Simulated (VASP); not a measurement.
# WC (Imm2) in VASP: notebook

WC is run at these levels: r2SCAN; tasks: single point.

Program: VASP 6.6.1. These are calculated values, not measurements. Logs are shortened: lines on timing, memory, paths and dates and some standing lists are left out, and cuts for length are marked.

## Step 1: The cell of the first run

The structure is orthorhombic, space group Imm2 (No. 44). Conventional cell: a = 3.101 Å, b = 4.385 Å, c = 3.101 Å, α = 90.00°, β = 90.00°, γ = 90.00°. W (site symmetry mm2) has 6 C at 1.91 to 2.52 Å within 2.6 Å. C (site symmetry mm2) has 6 W at 1.91 to 2.52 Å within 2.6 Å.

## Step 2: Single point, r2SCAN

File POSCAR:

```
WC
1.0
    0.0000000000      2.1926840000      2.1926840000
    2.1926840000      0.0000000000      2.1926840000
    2.1926840000      2.1926840000      0.0000000000
W C
1 1
Direct
   -0.1410870042      0.0000000000      0.0000000000
    0.5000000000      0.5000000000      0.5000000000
```

File INCAR.step1:

```
SYSTEM = WC
  PREC = Accurate
  ENCUT = 520
  ISMEAR = 0
  SIGMA = 0.15
  LREAL = .False.
  LASPH = .True.
  NELM = 100
  NBANDS = 16
  GGA = PE
  ALGO = Normal
  EDIFF = 1E-4
  LWAVE = .True.
  LCHARG = .False.
```

File INCAR.step2:

```
SYSTEM = WC
  PREC = Accurate
  ENCUT = 520
  EDIFF = 1E-6
  ISMEAR = 0
  SIGMA = 0.15
  LREAL = .False.
  LASPH = .True.
  NELM = 100
  ALGO = Normal
  ISIF = 2
  LWAVE = .False.
  LCHARG = .False.
  METAGGA = R2SCAN
  LMIXTAU = .True.
  NBANDS = 16
  ISTART = 1
```

File KPOINTS:

```
regular mesh
0
Gamma
  18 18 18
  0 0 0
```

Potentials or basis: VASP PAW PBE potentials, release 64 (W_sv, C).

Started as:

```
> cat potpaw_PBE.64/W_sv/POTCAR potpaw_PBE.64/C/POTCAR > POTCAR
> cp INCAR.step1 INCAR
> mpirun -np 1 vasp_std > vasp.out
> cp INCAR.step2 INCAR
> mpirun -np 1 vasp_std > vasp.out
```

OUTCAR:

```text
SYSTEM = WC
   PREC = Accurate
   ENCUT = 520
   EDIFF = 1E-6
   ISMEAR = 0
   LREAL = .False.
   LASPH = .True.
   NELM = 100
   ISIF = 2
   METAGGA = R2SCAN
   ISTART = 1

 ion  position               nearest neighbor table
   1  0.859  0.000  0.000-   2 1.91   2 1.91   2 2.24   2 2.24   2 2.52   2 2.52
   2  0.500  0.500  0.500-   1 1.91   1 1.91   1 2.24   1 2.24   1 2.52   1 2.52

  LATTYP: Found a face centered cubic cell.
 ALAT       =     4.3853680000

  Lattice vectors:

 A1 = (   0.0000000000,   2.1926840000,   2.1926840000)
 A2 = (   2.1926840000,   0.0000000000,   2.1926840000)
 A3 = (   2.1926840000,   2.1926840000,   0.0000000000)

Analysis of symmetry for initial positions (statically):
=====================================================================
 Subroutine PRICEL returns:
 Original cell was already a primitive cell.

 Routine SETGRP: Setting up the symmetry group for a
 face centered cubic supercell.

 Subroutine GETGRP returns: Found  4 space group operations
 (whereof  4 operations were pure point group operations)
 out of a pool of 48 trial point group operations.

The static configuration has the point symmetry C_2v.

Analysis of symmetry for dynamics (positions and initial velocities):
=====================================================================
 Subroutine PRICEL returns:
 Original cell was already a primitive cell.

 Routine SETGRP: Setting up the symmetry group for a
 face centered cubic supercell.

 Subroutine GETGRP returns: Found  4 space group operations
 (whereof  4 operations were pure point group operations)
 out of a pool of 48 trial point group operations.

The dynamic configuration has the point symmetry C_2v.

 Subroutine INISYM returns: Found  4 space group operations
 (whereof  4 operations are pure point group operations),
 and found     1 'primitive' translations

----------------------------------------------------------------------------------------

                                     Primitive cell

  volume of cell :      21.0842

  direct lattice vectors                    reciprocal lattice vectors
     0.000000000  2.192684000  2.192684000    -0.228031034  0.228031034  0.228031034
     2.192684000  0.000000000  2.192684000     0.228031034 -0.228031034  0.228031034
     2.192684000  2.192684000  0.000000000     0.228031034  0.228031034 -0.228031034

  length of vectors
     3.100923451  3.100923451  3.100923451     0.394961337  0.394961337  0.394961337

  position of ions in fractional coordinates (direct lattice)
     0.858912996  0.000000000  0.000000000
     0.500000000  0.500000000  0.500000000

  ion indices of the primitive-cell ions
   primitive index   ion index
                 1           1
                 2           2

----------------------------------------------------------------------------------------

 KPOINTS: regular mesh

Automatic generation of k-mesh.
 Grid dimensions read from file:
 generate k-points for:   18   18   18

 Generating k-lattice:

  Cartesian coordinates                     Fractional coordinates (reciprocal lattice)
    -0.012668391  0.012668391  0.012668391     0.055555556  0.000000000  0.000000000
     0.012668391 -0.012668391  0.012668391     0.000000000  0.055555556  0.000000000
     0.012668391  0.012668391 -0.012668391     0.000000000  0.000000000  0.055555556

  Length of vectors
     0.021942296  0.021942296  0.021942296

  Shift w.r.t. Gamma in fractional coordinates (k-lattice)
     0.000000000  0.000000000  0.000000000

 Subroutine IBZKPT returns following result:
 ===========================================

 Found    865 irreducible k-points:

 Following reciprocal coordinates:
            Coordinates               Weight
  0.000000  0.000000  0.000000      1.000000
  0.055556  0.000000  0.000000      4.000000
  0.000000  0.055556  0.000000      4.000000
  0.111111  0.000000  0.000000      4.000000
  0.000000  0.111111  0.000000      4.000000
  0.166667  0.000000  0.000000      4.000000
[... 16 lines left out ...]
  0.000000  0.111111  0.055556      4.000000
  0.055556  0.000000  0.111111      8.000000
 [... further k-points ...]
   k-points           NKPTS =    865   k-points in BZ     NKDIM =    865   number of bands    NBANDS=     16
   number of dos      NEDOS =    301   number of ions     NIONS =      2
   total plane-waves  NPLWV =  13824
   dimension x,y,z NGX =    24 NGY =   24 NGZ =   24
   dimension x,y,z NGXF=    48 NGYF=   48 NGZF=   48
   ions per type =               1   1
   NGX,Y,Z   is equivalent  to a cutoff of  12.87, 12.87, 12.87 a.u.
   NGXF,Y,Z  is equivalent  to a cutoff of  25.73, 25.73, 25.73 a.u.
 SYSTEM =  WC
   PREC   = accura    normal or accurate (medium, high low for compatibility)
   ISTART =      1    job   : 0-new  1-cont  2-samecut
   ICHARG =      0    charge: 1-file 2-atom 10-const
   ISPIN  =      1    spin polarized calculation?
   LNONCOLLINEAR =      F non collinear calculations
   LSORBIT =      F    spin-orbit coupling
   LASPH  =      T    aspherical Exc in radial PAW
   ENCUT  =  520.0 eV  38.22 Ry    6.18 a.u.   5.77  5.77  5.77*2*pi/ulx,y,z
   NELM   =    100;   NELMIN=  2; NELMDL=  0     # of ELM steps
   EDIFF  = 0.1E-05   stopping-criterion for ELM
   LREAL  =      F    real-space projection
   EDIFFG = 0.1E-04   stopping-criterion for IOM
   NSW    =      0    number of steps for IOM
   IBRION =     -1    ionic relax: 0-MD 1-quasi-New 2-CG
   NFREE  =      0    steps in history (QN), initial steepest desc. (CG)
   ISIF   =      2    stress and relaxation
   ISYM   =      2    0-nonsym 1-usesym 2-fastsym
   POTIM  = 0.5000    time-step for ionic-motion
   TEBEG  =    0.0;   TEEND  =   0.0 temperature during run
   PSTRESS=    0.0 pullay stress
   NELECT =      18.0000    total number of electrons
   NUPDOWN=      -1.0000    fix difference up-down
   EMIN   =  10.00;   EMAX   =-10.00  energy-range for DOS
   EFERMI =   0.00;   METHOD = LEGACY
   ISMEAR =     0;   SIGMA  =   0.15  broadening in eV -4-tet -1-fermi 0-gaus
   EFERMI_NEDOS =   21; number of points for ismear=-14 and -15
   IALGO  =     38    algorithm
   IMIX   =      4    mixing-type and parameters
     AMIX     =   0.40;   BMIX     =  1.00
     AMIX_MAG =   1.60;   BMIX_MAG =  1.00
  volume/ion in A,a.u.               =      10.54        71.14
  Fermi-wavevector in a.u.,A,eV,Ry     =   1.553029  2.934800 32.815887  2.411900
  Thomas-Fermi vector in A             =   2.657319
   LORBIT       =      0    0 simple, 1 ext, 2 COOP (PROOUT), +10 PAW based schemes
   METAGGA = R2SCAN    functional components
   LHFCALC =     F    Hartree Fock is set to
   AEXX    =    0.0000 exact exchange contribution
   IVDW    =     0    specifies the selected vdW correction
   LEPSILON=     F    determine dielectric tensor
   LRPA    =     F    only Hartree local field effects (RPA)
 non-spin polarized calculation
 Gauss-broadening in eV      SIGMA  =   0.15
  energy-cutoff  :      520.00
  volume of cell :       21.08
 maximum number of plane-waves:       588
   NGX = 11   NGY = 11   NGZ = 11

 number of electron      18.0000002 magnetization

 Free energy of the ion-electron system (eV)
  ---------------------------------------------------
  ext. energy  EPLUGINS =         0.00000000
  ---------------------------------------------------
  free energy    TOTEN  =       -59.85763683 eV

  energy without entropy =      -59.84841137  energy(sigma->0) =      -59.85302410

 E-fermi :  12.1118     XC(G=0): -14.7459

 val. band max:       12.1115790014   @ k =   0.2222  -0.4444  -0.1667
 cond. band min:      12.1193215689   @ k =   0.2778  -0.1111  -0.1111
 fundamental gap:      0.0077425675
 Fermi energy:        12.1117611836

 k-point     1 :       0.0000    0.0000    0.0000
  band No.  band energies     occupation
      1     -64.8245      2.00000
      2     -28.3180      2.00000
      3     -28.2986      2.00000
      4     -28.1555      2.00000
      5      -4.2422      2.00000
      6       6.9448      2.00000
[... 8 lines left out ...]
     15      22.3408      0.00000
     16      34.8269      0.00000

 k-point     2 :       0.0556    0.0000    0.0000
  band No.  band energies     occupation
      1     -64.8233      2.00000
      2     -28.3202      2.00000
      3     -28.3130      2.00000
      4     -28.1632      2.00000
      5      -4.1576      2.00000
      6       6.7898      2.00000
[... 8 lines left out ...]
     15      22.5657      0.00000
     16      34.0971      0.00000

 k-point     3 :       0.0000    0.0556    0.0000
  band No.  band energies     occupation
      1     -64.8232      2.00000
      2     -28.3351      2.00000
      3     -28.3003      2.00000
      4     -28.1632      2.00000
      5      -4.1498      2.00000
      6       6.7763      2.00000
[... 8 lines left out ...]
     15      22.5529      0.00000
     16      34.1314      0.00000

 k-point     4 :       0.1111    0.0000    0.0000
  band No.  band energies     occupation
      1     -64.8196      2.00000
      2     -28.3583      2.00000
      3     -28.3267      2.00000
      4     -28.1810      2.00000
      5      -3.9097      2.00000
      6       6.3975      2.00000
[... 8 lines left out ...]
     15      23.1845      0.00000
     16      32.5526      0.00000
[... 324 lines left out ...]
 k-point    22 :       0.1111    0.0556    0.0000
  band No.  band energies     occupation
      1     -64.8200      2.00000
      2     -28.3576      2.00000
      3     -28.3274      2.00000
      4     -28.1753      2.00000
      5      -3.9305      2.00000
      6       6.5250      2.00000
[... 8 lines left out ...]
     15      23.0972      0.00000
     16      32.8666      0.00000

 k-point    23 :       0.0000    0.1111    0.0556
  band No.  band energies     occupation
      1     -64.8199      2.00000
      2     -28.3526      2.00000
      3     -28.3143      2.00000
      4     -28.1957      2.00000
      5      -3.9303      2.00000
      6       6.2959      2.00000
[... 8 lines left out ...]
     15      23.1714      0.00000
     16      32.8285      0.00000

 k-point    24 :       0.0556    0.0000    0.1111
  band No.  band energies     occupation
      1     -64.8198      2.00000
      2     -28.3798      2.00000
      3     -28.3113      2.00000
      4     -28.1751      2.00000
      5      -3.9077      2.00000
      6       6.5047      2.00000
[... 8 lines left out ...]
     15      23.0751      0.00000
     16      32.7670      0.00000

 [... further k-points ...]

------------------------ aborting loop because EDIFF is reached ----------------------------------------

  FORCE on cell =-STRESS in cart. coord.  units (eV):
  Direction    XX          YY          ZZ          XY          YZ          ZX
  --------------------------------------------------------------------------------------
  -------------------------------------------------------------------------------------
  Total       -0.2895235      5.3071542      5.3071542      0.0000000     -1.8924731      0.0000000
  in kB      -22.0006909    403.2869319    403.2869319      0.0000000   -143.8077073      0.0000000
  external PRESSURE =     261.5243910 kB  Pullay stress =       0.0000000 kB

 VOLUME and BASIS-vectors are now :
 -----------------------------------------------------------------------------
  energy-cutoff  :      520.00
  volume of cell :       21.08
      direct lattice vectors                 reciprocal lattice vectors
     0.000000000  2.192684000  2.192684000    -0.228031034  0.228031034  0.228031034
     2.192684000  0.000000000  2.192684000     0.228031034 -0.228031034  0.228031034
     2.192684000  2.192684000  0.000000000     0.228031034  0.228031034 -0.228031034

 POSITION                                       TOTAL-FORCE (eV/Angst)
 -----------------------------------------------------------------------------------
      0.00000      1.88332      1.88332        -0.000000      2.917875      2.917875
      2.19268      2.19268      2.19268         0.000000     -2.917875     -2.917875
 -----------------------------------------------------------------------------------
    total drift:                               -0.000001     -0.000459     -0.000459

  FREE ENERGIE OF THE ION-ELECTRON SYSTEM (eV)
  ---------------------------------------------------
  free  energy   TOTEN  =       -59.8576368319 eV

  energy  without entropy=      -59.8484113668  energy(sigma->0) =      -59.85302410
```

Wall time 4 min (1 thread of Intel Xeon 6975P-C (Granite Rapids), shared host); peak memory 0.39 GiB.

What came out:

| Item | Value |
| --- | --- |
| Free energy | -59.8576 eV |
| Pressure | 26.2 GPa |
| Largest force | 4.126 eV/Å |
| Band gap on the k mesh | zero (bands 9 and 10 overlap by 3.12 eV) |

Forces on the atoms (eV/Å):
```
W    0.000  2.918  2.918
C    0.000 -2.918 -2.918
```

Stress tensor (GPa, compression positive):
```
 -2.20   0.00   0.00
  0.00  40.33 -14.38
  0.00 -14.38  40.33
```

Levels at points of the mesh, in eV from the Fermi level:
| k point | band 7 | band 8 | band 9 | band 10 | band 11 | band 12 |
| --- | --- | --- | --- | --- | --- | --- |
| (0.00, 0.00, 0.00) | -4.50 | -4.37 | -2.57 | -0.97 | 1.87 | 3.59 |
| (0.50, 0.00, 0.00) | -7.02 | -6.51 | 1.12 | 1.52 | 2.76 | 4.97 |
| (0.00, 0.50, 0.00) | -6.27 | -5.39 | 0.57 | 0.88 | 2.85 | 3.04 |
| (0.50, 0.50, 0.00) | -5.48 | -3.10 | -0.88 | 2.16 | 2.44 | 2.66 |
| (0.00, 0.50, 0.50) | -5.70 | -3.89 | 0.60 | 2.64 | 2.67 | 2.98 |

Caveat: the cell differs from its parent crystal (all W atoms moved +0.438 Å, as atom 1 towards its neighbour atom 1 (W) at 3.101 Å); the stress differs along the axes, from -2 to 40 GPa; the PAW data sets were made with another functional, which shifts forces and pressure a little; spin-orbit coupling is left out, which moves the levels of the heavy elements.

## Step 3: Single point, r2SCAN

POSCAR, as its differences from that of step 2:

```diff
@@ -8,3 +8,3 @@
 Direct
-   -0.1410870042      0.0000000000      0.0000000000
+   -0.1007764316      0.0000000000      0.0000000000
     0.5000000000      0.5000000000      0.5000000000
```

File INCAR.step1:

```
SYSTEM = WC
PREC     = Accurate       ! precision mode
ENCUT    = 520            ! plane-wave cutoff, eV
ISMEAR   = 0              ! smearing method
SIGMA    = 0.15           ! smearing width, eV
LREAL    = .False.        ! projectors in reciprocal space
LASPH    = .True.         ! aspherical terms in the spheres
NELM     = 60             ! most SCF steps
NBANDS   = 16             ! bands
GGA      = PE             ! functional
ALGO     = Normal         ! electronic algorithm
EDIFF    = 1E-4           ! SCF threshold, eV
LWAVE    = .True.         ! write WAVECAR
LCHARG   = .False.        ! write CHGCAR
```

File INCAR.step2:

```
SYSTEM = WC
PREC     = Accurate       ! precision mode
ENCUT    = 520            ! plane-wave cutoff, eV
EDIFF    = 1E-7           ! SCF threshold, eV
ISMEAR   = 0              ! smearing method
SIGMA    = 0.15           ! smearing width, eV
LREAL    = .False.        ! projectors in reciprocal space
LASPH    = .True.         ! aspherical terms in the spheres
NELM     = 60             ! most SCF steps
ALGO     = Normal         ! electronic algorithm
ISIF     = 2              ! what is computed and relaxed
LWAVE    = .False.        ! write WAVECAR
LCHARG   = .True.         ! write CHGCAR
METAGGA  = R2SCAN         ! meta-GGA
LMIXTAU  = .True.       
LELF     = .True.         ! ELF
LVHAR    = .True.       
NBANDS   = 16             ! bands
ISTART   = 1
```

KPOINTS is that of step 2.

Potentials or basis: VASP PAW PBE potentials, release 64 (W_sv, C).

Started as:

```
> cat potpaw_PBE.64/W_sv/POTCAR potpaw_PBE.64/C/POTCAR > POTCAR
> cp INCAR.step1 INCAR
> mpirun -np 1 vasp_std > vasp.out
> cp INCAR.step2 INCAR
> mpirun -np 1 vasp_std > vasp.out
```

OUTCAR:

```text
SYSTEM = WC
   PREC = Accurate
   ENCUT = 520
   EDIFF = 1E-7
   ISMEAR = 0
   LREAL = .False.
   LASPH = .True.
   NELM = 60
   ISIF = 2
   METAGGA = R2SCAN
   ISTART = 1

 ion  position               nearest neighbor table
   1  0.899  0.000  0.000-   2 1.98   2 1.98   2 2.21   2 2.21   2 2.42   2 2.42
   2  0.500  0.500  0.500-   1 1.98   1 1.98   1 2.21   1 2.21   1 2.42   1 2.42

  LATTYP: Found a face centered cubic cell.
 ALAT       =     4.3853680000

  Lattice vectors:

[... 644 lines left out ...]

  FORCE on cell =-STRESS in cart. coord.  units (eV):
  Direction    XX          YY          ZZ          XY          YZ          ZX
  --------------------------------------------------------------------------------------
  -------------------------------------------------------------------------------------
  Total       -0.5062150      2.6086177      2.6086177      0.0000000     -0.6205678      0.0000000
  in kB      -38.4669210    198.2270324    198.2270324      0.0000000    -47.1565108      0.0000000
  external PRESSURE =     119.3290479 kB  Pullay stress =       0.0000000 kB

 VOLUME and BASIS-vectors are now :
 -----------------------------------------------------------------------------
  energy-cutoff  :      520.00
  volume of cell :       21.08
      direct lattice vectors                 reciprocal lattice vectors
     0.000000000  2.192684000  2.192684000    -0.228031034  0.228031034  0.228031034
     2.192684000  0.000000000  2.192684000     0.228031034 -0.228031034  0.228031034
     2.192684000  2.192684000  0.000000000     0.228031034  0.228031034 -0.228031034

 POSITION                                       TOTAL-FORCE (eV/Angst)
 -----------------------------------------------------------------------------------
      0.00000      1.97171      1.97171         0.000000      1.800404      1.800404
      2.19268      2.19268      2.19268        -0.000000     -1.800404     -1.800404
 -----------------------------------------------------------------------------------
    total drift:                                0.000001      0.000073      0.000073

  FREE ENERGIE OF THE ION-ELECTRON SYSTEM (eV)
  ---------------------------------------------------
  free  energy   TOTEN  =       -60.2808770676 eV

  energy  without entropy=      -60.2722224526  energy(sigma->0) =      -60.27654976
```

Wall time 5 min (1 thread of Intel Xeon 6975P-C (Granite Rapids), shared host); peak memory 0.39 GiB.

What came out:

* Free energy: -60.2809 eV
* Pressure: 11.9 GPa
* Largest force: 2.546 eV/Å
* Band gap on the k mesh: zero (bands 9 and 10 overlap by 3.17 eV)

Forces on the atoms (eV/Å):
```
W    0.000  1.800  1.800
C    0.000 -1.800 -1.800
```

Levels at points of the mesh, in eV from the Fermi level:
| k point | band 6 | band 7 | band 8 | band 9 | band 10 | band 11 | band 12 | band 13 |
| --- | --- | --- | --- | --- | --- | --- | --- | --- |
| (0.00, 0.00, 0.00) | -4.40 | -4.04 | -3.61 | -2.66 | -1.22 | 0.86 | 2.01 | 2.34 |
| (0.50, 0.00, 0.00) | -9.58 | -6.96 | -6.67 | 1.14 | 1.38 | 2.78 | 5.02 | 9.30 |
| (0.00, 0.50, 0.00) | -9.95 | -6.55 | -6.08 | 0.98 | 1.04 | 2.61 | 3.89 | 7.80 |
| (0.50, 0.50, 0.00) | -6.41 | -5.64 | -2.94 | -1.63 | 1.68 | 2.46 | 2.54 | 4.95 |
| (0.00, 0.50, 0.50) | -6.89 | -5.77 | -3.45 | -0.75 | 2.15 | 2.53 | 2.56 | 6.15 |

Caveat: the cell differs from its parent crystal (all W atoms moved +0.312 Å, as atom 1 towards its neighbour atom 1 (W) at 3.101 Å); the stress differs along the axes, from -4 to 20 GPa; the PAW data sets were made with another functional, which shifts forces and pressure a little; spin-orbit coupling is left out, which moves the levels of the heavy elements.

(Continued in part 2 of 2.)
